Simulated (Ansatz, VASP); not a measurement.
# Sb2As2C: VASP beside Ansatz

```
Sb As C
1.0
     5.05568    0.00000    0.00000
    -2.52784    4.37834    0.00000
     0.00000    0.00000   12.72678
Sb As C
4 4 2
Direct
  0.33333 0.66667 0.59751
  0.66667 0.33333 0.09751
  0.66667 0.33333 0.40249
  0.33333 0.66667 0.90249
  0.00000 0.00000 0.87560
  0.00000 0.00000 0.37560
  0.00000 0.00000 0.12440
  0.00000 0.00000 0.62440
  0.00000 0.00000 0.25000
  0.00000 0.00000 0.75000
```

Alike in both runs: task relaxation of cell and atoms; functional PBE; k mesh 6 × 6 × 2; occupations gaussian, width 0.1 eV; no spin polarisation.

```csv
,VASP,Ansatz
version,VASP 6.6.1,Ansatz 0.2.0
potentials or method,"VASP PAW PBE potentials, release 64 (Sb, As, C), cutoff 600 eV","scalar-relativistic, plane waves, PAW"
valence electrons in the cell,48,128
```

```csv
,VASP,Ansatz,Ansatz less VASP
"gap on the k mesh at the Fermi level, each at its own relaxed structure (eV)",none,none,-
relaxed volume (Å³/atom),28.67,28.54,-0.124
relaxed cell length with the largest relative difference (Å),4.571,4.557,-0.0147
```

A gap of «none» marks a metal or a gap that the smearing closes. VASP's potentials hold 48 valence electrons a cell and Ansatz's 128, so a difference there can come from the potentials and not from the codes.

Neither program's run includes spin-orbit coupling.
